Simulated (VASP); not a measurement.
# Zn3In (I4/mmm) in VASP: further runs, part 2 of 2

VASP 6.6.1.

## Step 3: Single point, LDA

INCAR reads:

```
  PREC = Accurate
  ENCUT = 520
  EDIFF = 1E-6
  ISMEAR = -1
  SIGMA = 0.05
  LREAL = F
  LASPH = T
  NELM = 80
  ALGO = Normal
  ISIF = 2
  LWAVE = F
  LCHARG = F
  GGA = CA
  NBANDS = 32
```

KPOINTS reads:

```
regular mesh
0
Gamma
  6 6 6
```

POSCAR reads:

```
Zn3In
1.0
   -2.1098650000      2.1098650000      4.0947720000
    2.1098650000     -2.1098650000      4.0947720000
    2.1098650000      2.1098650000     -4.0947720000
Zn In
3 1
Direct
    0.7500000000      0.2500000000      0.5000000000
    0.2500000000      0.7500000000      0.5000000000
    0.5000000000      0.5000000000      0.0000000000
    0.0000000000      0.0000000000      0.0000000000
```

Potentials or basis: VASP PAW LDA potentials, release 64 (Zn, In_d).

Launch:

```bash
cat potpaw_LDA.64/Zn/POTCAR potpaw_LDA.64/In_d/POTCAR > POTCAR
mpirun -np 1 vasp_std > vasp.out
```

OUTCAR:

```text
PREC = Accurate
   ENCUT = 520
   EDIFF = 1E-6
   ISMEAR = -1
   LREAL = F
   LASPH = T
   NELM = 80
   ISIF = 2
   GGA = CA

 ion  position               nearest neighbor table
   1  0.750  0.250  0.500-   3 2.94   4 2.94   3 2.94   4 2.94   3 2.94   4 2.94   3 2.94   4 2.94
                             2 2.98   2 2.98   2 2.98   2 2.98
   2  0.250  0.750  0.500-   4 2.94   3 2.94   3 2.94   4 2.94   3 2.94   4 2.94   4 2.94   3 2.94
                             1 2.98   1 2.98   1 2.98   1 2.98
   3  0.500  0.500  0.000-   2 2.94   1 2.94   1 2.94   2 2.94   1 2.94   2 2.94   2 2.94   1 2.94
                             4 2.98   4 2.98   4 2.98   4 2.98
   4  0.000  0.000  0.000-   1 2.94   2 2.94   1 2.94   2 2.94   1 2.94   2 2.94   1 2.94   2 2.94
                             3 2.98   3 2.98   3 2.98   3 2.98

  LATTYP: Found a body centered tetragonal cell.
 ALAT       =     4.2197300000
 C/A-ratio  =     1.9407744097

  Lattice vectors:

 A1 = (  -2.1098650000,   2.1098650000,   4.0947720000)
 A2 = (   2.1098650000,  -2.1098650000,   4.0947720000)
 A3 = (   2.1098650000,   2.1098650000,  -4.0947720000)

Analysis of symmetry for initial positions (statically):
=====================================================================
 Subroutine PRICEL returns:
 Original cell was already a primitive cell.

 Routine SETGRP: Setting up the symmetry group for a
 body centered tetragonal supercell.

 Subroutine GETGRP returns: Found 16 space group operations
 (whereof 16 operations were pure point group operations)
 out of a pool of 16 trial point group operations.

The static configuration has the point symmetry D_4h.

Analysis of symmetry for dynamics (positions and initial velocities):
=====================================================================
 Subroutine PRICEL returns:
 Original cell was already a primitive cell.

 Routine SETGRP: Setting up the symmetry group for a
 body centered tetragonal supercell.

[... 127 lines left out ...]
     AMIX     =   0.40;   BMIX     =  1.00
     AMIX_MAG =   1.60;   BMIX_MAG =  1.00
  volume/ion in A,a.u.               =      18.23       123.01
  Fermi-wavevector in a.u.,A,eV,Ry     =   1.433971  2.709813 27.977308  2.056274
  Thomas-Fermi vector in A             =   2.553431
   LORBIT       =      0    0 simple, 1 ext, 2 COOP (PROOUT), +10 PAW based schemes
   GGA     = CA    functional components
   LHFCALC =     F    Hartree Fock is set to
   AEXX    =    0.0000 exact exchange contribution
   IVDW    =     0    specifies the selected vdW correction
   LEPSILON=     F    determine dielectric tensor
   LRPA    =     F    only Hartree local field effects (RPA)
 non-spin polarized calculation
  energy-cutoff  :      520.00
  volume of cell :       72.91
 maximum number of plane-waves:      1980
 NGX is ok and might be reduce to    40
   NGX = 19   NGY = 19   NGZ = 19

 number of electron      49.0000017 magnetization

 Free energy of the ion-electron system (eV)
  ---------------------------------------------------
  ext. energy  EPLUGINS =         0.00000000
  ---------------------------------------------------
  free energy    TOTEN  =        -8.15486643 eV

  energy without entropy =       -8.13971118  energy(sigma->0) =       -8.14728880

 E-fermi :   4.2325     XC(G=0): -11.3436

 val. band max:        4.1784284556   @ k =  -0.1667  -0.1667   0.1667
 cond. band min:       4.2932253620   @ k =   0.5000   0.3333  -0.0000
 fundamental gap:      0.1147969064
 Fermi energy:         4.2325017078

 k-point     1 :       0.0000    0.0000    0.0000
  band No.  band energies     occupation
      1     -10.2870      2.00000
      2     -10.2623      2.00000
      3     -10.2623      2.00000
      4     -10.2611      2.00000
      5     -10.2470      2.00000
      6      -5.6784      2.00000
[... 829 lines left out ...]
     31      10.0999      0.00000
     32      10.6105      0.00000

 [... further k-points ...]

------------------------ aborting loop because EDIFF is reached ----------------------------------------

  FORCE on cell =-STRESS in cart. coord.  units (eV):
  Direction    XX          YY          ZZ          XY          YZ          ZX
  --------------------------------------------------------------------------------------
  -------------------------------------------------------------------------------------
  Total       -3.9218651     -3.9218651     -1.8333025      0.0000000      0.0000000     -0.0000000
  in kB      -86.1795418    -86.1795418    -40.2852123      0.0000000      0.0000000     -0.0000000
  external PRESSURE =     -70.8814319 kB  Pullay stress =       0.0000000 kB

 VOLUME and BASIS-vectors are now :
 -----------------------------------------------------------------------------
  energy-cutoff  :      520.00
  volume of cell :       72.91
      direct lattice vectors                 reciprocal lattice vectors
    -2.109865000  2.109865000  4.094772000     0.000000000  0.236981987  0.122106921
     2.109865000 -2.109865000  4.094772000     0.236981987  0.000000000  0.122106921
     2.109865000  2.109865000 -4.094772000     0.236981987  0.236981987  0.000000000

 POSITION                                       TOTAL-FORCE (eV/Angst)
 -----------------------------------------------------------------------------------
      0.00000      2.10987      2.04739        -0.000000      0.000000     -0.000000
      2.10987      0.00000      2.04739         0.000000     -0.000000     -0.000000
      0.00000      0.00000      4.09477        -0.000000      0.000000      0.000000
      0.00000      0.00000      0.00000        -0.000000      0.000000      0.000000
 -----------------------------------------------------------------------------------
    total drift:                               -0.000000     -0.000000      0.000000

  FREE ENERGIE OF THE ION-ELECTRON SYSTEM (eV)
  ---------------------------------------------------
  free  energy   TOTEN  =        -8.1548664280 eV

  energy  without entropy=       -8.1397111805  energy(sigma->0) =       -8.14728880
```

Run time: 77 s. Hardware: 1 thread of AMD EPYC 7R13 (Zen 3), shared host; peak memory 0.2 GiB.

What came out:

* Free energy: -8.1549 eV
* Pressure: -7.1 GPa
* Band gap on the k mesh: zero (an odd number of electrons rules out a gap without spin polarisation)

Levels at points of the mesh, in eV from the Fermi level:
```
           k point  band 20  band 21  band 22  band 23  band 24  band 25  band 26  band 27  band 28  band 29
(0.00, 0.00, 0.00)    -7.04    -6.92    -1.02     0.81     1.23     1.23     1.30     1.41     1.79     1.79
(0.50, 0.00, 0.00)    -6.99    -6.71    -6.29    -1.93    -1.88     1.79     2.25     2.48     2.59     6.61
(0.50, 0.50, 0.00)    -6.99    -5.17    -4.84    -3.06    -2.73    -2.48    -2.06     4.16     4.37     4.51
(0.50, 0.50, 0.50)    -6.97    -6.92    -6.80    -1.43    -1.43     0.16     0.41     6.84     7.06     7.12
```

Caveat: the cell stands under tension; spin-orbit coupling is left out, which moves the levels of the heavy elements.
